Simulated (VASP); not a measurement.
# TiC (I4/mmm) in VASP: further runs, part 2 of 2

VASP 6.6.1. Earlier steps stand in the parts before.

## (3) Single point, PBEsol

This run uses another cell than the first one, of the same volume but with other edges.

The input, INCAR:

```
PREC     = Accurate       # precision mode
ENCUT    = 520            # plane-wave cutoff, eV
EDIFF    = 1E-7           # SCF threshold, eV
ISMEAR   = 0              # smearing method
SIGMA    = 0.15           # smearing width, eV
LREAL    = F              # projectors in reciprocal space
LASPH    = T              # aspherical terms in the spheres
NELM     = 60             # most SCF steps
ALGO     = Normal         # electronic algorithm
ISIF     = 2              # what is computed and relaxed
LWAVE    = F              # write WAVECAR
LCHARG   = F              # write CHGCAR
GGA      = PS             # functional
NBANDS   = 15             # bands
```

The input, KPOINTS:

```
Automatic mesh
0
Gamma
  20 20 20
```

The input, POSCAR:

```
TiC
1.0
    0.0000000000      2.3508543472      1.8336663908
    2.3508543472      0.0000000000      1.8336663908
    2.3508543472      2.3508543472      0.0000000000
Ti C
1 1
Direct
    0.0000000000      0.0000000000      0.0000000000
    0.5000000000      0.5000000000      0.5000000000
```

Potentials or basis: VASP PAW PBE potentials, release 64 (Ti_sv, C).

Started as:

```
> cat potpaw_PBE.64/Ti_sv/POTCAR potpaw_PBE.64/C/POTCAR > POTCAR
> mpirun -np 1 vasp_std > vasp.out
```

Run time: 5.9 min. Hardware: 1 thread of Intel Xeon 8259CL, shared host; peak memory 0.31 GiB.

Results (log left out):

```
Free energy            : -18.4001 eV
Pressure               : 24.2 GPa
Band gap on the k mesh : zero (bands 8 and 9 overlap by 2.53 eV)
```

Stress tensor (GPa, compression positive):
```
-27.17   0.00   0.00
  0.00 -27.17   0.00
  0.00   0.00 126.84
```

Levels at points of the mesh, in eV from the Fermi level:
| k point | band 4 | band 5 | band 6 | band 7 | band 8 | band 9 | band 10 | band 11 | band 12 | band 13 |
| --- | --- | --- | --- | --- | --- | --- | --- | --- | --- | --- |
| (0.00, 0.00, 0.00) | -32.35 | -12.47 | 0.29 | 0.29 | 0.81 | 0.95 | 1.22 | 1.22 | 1.97 | 2.73 |
| (0.50, 0.00, 0.00) | -32.35 | -8.47 | -5.97 | -3.61 | -3.50 | 2.43 | 3.63 | 5.05 | 7.27 | 7.48 |
| (0.50, 0.50, 0.00) | -32.67 | -10.20 | -2.02 | -1.31 | -1.31 | -0.98 | 3.12 | 3.41 | 3.41 | 7.71 |
| (0.50, 0.00, 0.50) | -32.38 | -10.54 | -4.26 | -1.29 | 0.42 | 1.38 | 1.95 | 2.91 | 3.75 | 5.74 |

Caveat: the stress differs along the axes, from -27 to 127 GPa; the PAW data sets were made with another functional, which shifts forces and pressure a little.

## (4) Single point, PBEsol

This run uses another cell than the first one, of the same volume but with other edges.

The input, INCAR:

```
ALGO = Normal
EDIFF = 1E-7
ENCUT = 520
GGA = PS
ISIF = 2
ISMEAR = 0
LASPH = T
LCHARG = F
LREAL = F
LWAVE = F
NBANDS = 15
NELM = 100
PREC = Accurate
SIGMA = 0.15
```

The input, KPOINTS:

```
k-points
0
Gamma
  20 20 20
```

The input, POSCAR:

```
TiC
1.0
    0.0000000000      1.9827873478      2.5776235521
    1.9827873478      0.0000000000      2.5776235521
    1.9827873478      1.9827873478      0.0000000000
Ti C
1 1
Direct
    0.0000000000      0.0000000000      0.0000000000
    0.5000000000      0.5000000000      0.5000000000
```

Started as:

```
> cat potpaw_PBE.64/Ti_sv/POTCAR potpaw_PBE.64/C/POTCAR > POTCAR
> mpirun -np 1 vasp_std > vasp.out
```

Run time: 4.5 min. Hardware: 1 thread of Intel Xeon 8259CL, shared host; peak memory 0.31 GiB.

It converged, with:

```
Free energy            : -18.8021 eV
Pressure               : 25.1 GPa
Band gap on the k mesh : zero (bands 8 and 9 overlap by 2.34 eV)
```

Stress tensor (GPa, compression positive):
```
 55.20   0.00   0.00
  0.00  55.20   0.00
  0.00   0.00 -35.02
```

Levels at points of the mesh, in eV from the Fermi level:
| k point | band 6 | band 7 | band 8 | band 9 | band 10 | band 11 |
| --- | --- | --- | --- | --- | --- | --- |
| (0.00, 0.00, 0.00) | -0.59 | -0.26 | 0.87 | 1.55 | 1.55 | 2.05 |
| (0.50, 0.00, 0.00) | -5.97 | -3.71 | -3.16 | 2.86 | 3.28 | 4.83 |
| (0.50, 0.50, 0.00) | -4.81 | -1.59 | 1.24 | 1.24 | 2.94 | 3.34 |
| (0.50, 0.00, 0.50) | -2.37 | -1.58 | -0.40 | -0.32 | 2.37 | 2.42 |

Caveat: the stress differs along the axes, from -35 to 55 GPa; the PAW data sets were made with another functional, which shifts forces and pressure a little.

## (5) Single point, PBEsol

This run uses another cell than the first one, of the same volume but with other edges.

The input, INCAR:

```
SYSTEM = TiC
PREC     = Accurate       ! precision mode
ENCUT    = 520            ! plane-wave cutoff, eV
EDIFF    = 1E-6           ! SCF threshold, eV
ISMEAR   = 0              ! smearing method
SIGMA    = 0.15           ! smearing width, eV
LREAL    = .False.        ! projectors in reciprocal space
LASPH    = .True.         ! aspherical terms in the spheres
NELM     = 60             ! most SCF steps
ALGO     = Normal         ! electronic algorithm
ISIF     = 2              ! what is computed and relaxed
LWAVE    = .False.        ! write WAVECAR
LCHARG   = .False.        ! write CHGCAR
GGA      = PS             ! functional
NBANDS   = 15             ! bands
```

The input, KPOINTS:

```
Automatic mesh
0
Gamma
  20 20 20
  0 0 0
```

The input, POSCAR:

```
TiC
1.0
    0.0000000000      2.2249895759      2.0469904099
    2.2249895759      0.0000000000      2.0469904099
    2.2249895759      2.2249895759      0.0000000000
Ti C
1 1
Direct
    0.0000000000      0.0000000000      0.0000000000
    0.5000000000      0.5000000000      0.5000000000
```

Started as:

```
> cat potpaw_PBE.64/Ti_sv/POTCAR potpaw_PBE.64/C/POTCAR > POTCAR
> mpirun -np 1 vasp_std > vasp.out
```

It took 4 min on 1 thread of Intel Xeon 8259CL, shared host; peak memory 0.31 GiB.

The run converged. Its results:

```yaml
Free_energy: -19.6695 eV
Pressure: -2.6 GPa
Band_gap_on_the_k_mesh: zero (bands 8 and 9 overlap by 2.04 eV)
```

Stress tensor (GPa, compression positive):
```
-15.14   0.00   0.00
  0.00 -15.14   0.00
  0.00   0.00  22.63
```

Levels at points of the mesh, in eV from the Fermi level:
```
           k point  band 5  band 6  band 7  band 8  band 9  band 10  band 11  band 12
(0.00, 0.00, 0.00)  -12.39    0.49    0.49    1.09    1.42     1.59     1.59     1.85
(0.50, 0.00, 0.00)   -8.81   -5.89   -3.03   -2.92    2.74     3.16     4.23     7.68
(0.50, 0.50, 0.00)  -10.01   -2.78   -1.78   -0.45   -0.45     2.80     3.55     3.55
(0.50, 0.00, 0.50)  -10.16   -3.74   -1.60    0.16    0.28     2.64     3.28     3.72
```

Caveat: the stress differs along the axes, from -15 to 23 GPa; the PAW data sets were made with another functional, which shifts forces and pressure a little.

## (6) Single point, PBEsol

This run uses another cell than the first one, of the same volume but with other edges.

The input, INCAR:

```
PREC     = Accurate       # precision mode
ENCUT    = 520            # plane-wave cutoff, eV
EDIFF    = 1E-7           # SCF threshold, eV
ISMEAR   = 0              # smearing method
SIGMA    = 0.15           # smearing width, eV
LREAL    = False          # projectors in reciprocal space
LASPH    = True           # aspherical terms in the spheres
NELM     = 60             # most SCF steps
ALGO     = Normal         # electronic algorithm
ISIF     = 2              # what is computed and relaxed
LWAVE    = False          # write WAVECAR
LCHARG   = False          # write CHGCAR
GGA      = PS             # functional
NBANDS   = 15             # bands
```

The input, KPOINTS:

```
regular mesh
0
Gamma
  20 20 20
```

The input, POSCAR:

```
TiC
1.0
    0.0000000000      2.0963302185      2.3059632404
    2.0963302185      0.0000000000      2.3059632404
    2.0963302185      2.0963302185      0.0000000000
Ti C
1 1
Direct
    0.0000000000      0.0000000000      0.0000000000
    0.5000000000      0.5000000000      0.5000000000
```

Potentials or basis: VASP PAW PBE potentials, release 64 (Ti_sv, C).

Started as:

```
> cat potpaw_PBE.64/Ti_sv/POTCAR potpaw_PBE.64/C/POTCAR > POTCAR
> mpirun -np 1 vasp_std > vasp.out
```

Wall time 4.3 min (1 thread of Intel Xeon 8259CL, shared host); peak memory 0.31 GiB.

Results (log left out):

```yaml
Free_energy: -19.6592 eV
Pressure: -1.7 GPa
Band_gap_on_the_k_mesh: zero (bands 8 and 9 overlap by 1.60 eV)
```

Stress tensor (GPa, compression positive):
```
  9.33   0.00   0.00
  0.00   9.33   0.00
  0.00   0.00 -23.61
```

Levels at points of the mesh, in eV from the Fermi level:
| k point | band 4 | band 5 | band 6 | band 7 | band 8 | band 9 | band 10 | band 11 | band 12 | band 13 |
| --- | --- | --- | --- | --- | --- | --- | --- | --- | --- | --- |
| (0.00, 0.00, 0.00) | -32.38 | -12.40 | 0.20 | 0.93 | 0.93 | 1.18 | 1.46 | 1.82 | 1.82 | 2.08 |
| (0.50, 0.00, 0.00) | -32.39 | -8.81 | -5.90 | -3.09 | -2.89 | 2.78 | 3.14 | 4.24 | 7.51 | 7.97 |
| (0.50, 0.50, 0.00) | -32.51 | -10.26 | -4.06 | -1.59 | 0.44 | 0.44 | 2.76 | 3.47 | 3.47 | 5.34 |
| (0.50, 0.00, 0.50) | -32.64 | -10.06 | -3.09 | -1.70 | -0.23 | -0.22 | 2.67 | 3.19 | 3.89 | 6.30 |

Caveat: the stress differs along the axes, from -24 to 9 GPa; the PAW data sets were made with another functional, which shifts forces and pressure a little.

## (7) The runs side by side

| cell | gap on the mesh (eV) | pressure (GPa) |
| --- | --- | --- |
| a = 3.181, b = 3.181, c = 2.880 Å, angles 63.1, 63.1, 53.8°, 2 atoms | none | 9.4 |
| a = 2.981, b = 2.981, c = 3.325 Å, angles 56.1, 56.1, 67.8°, 2 atoms | none | 24.2 |
| a = 3.252, b = 3.252, c = 2.804 Å, angles 64.5, 64.5, 51.1°, 2 atoms | none | 25.1 |
| a = 3.023, b = 3.023, c = 3.147 Å, angles 58.6, 58.6, 62.7°, 2 atoms | none | -2.6 |
| a = 3.116, b = 3.116, c = 2.965 Å, angles 61.6, 61.6, 56.8°, 2 atoms | none | -1.7 |

Alike in all rows: task single point; level PBEsol; potentials or basis VASP PAW PBE potentials, release 64 (Ti_sv, C); no spin polarisation; k mesh 20 × 20 × 20; cutoff (eV) 520; smearing gaussian 0.15 eV.

Caveats: the PAW data sets were made with another functional, which shifts forces and pressure a little; the stress differs along the axes, from -32 to 30 GPa (at least some runs); the stress differs along the axes, from -27 to 127 GPa (at least some runs); the stress differs along the axes, from -35 to 55 GPa (at least some runs); the stress differs along the axes, from -15 to 23 GPa (at least some runs); the stress differs along the axes, from -24 to 9 GPa (at least some runs).

Total energies depend on the potentials used, so only differences within one code and one set of settings carry meaning.
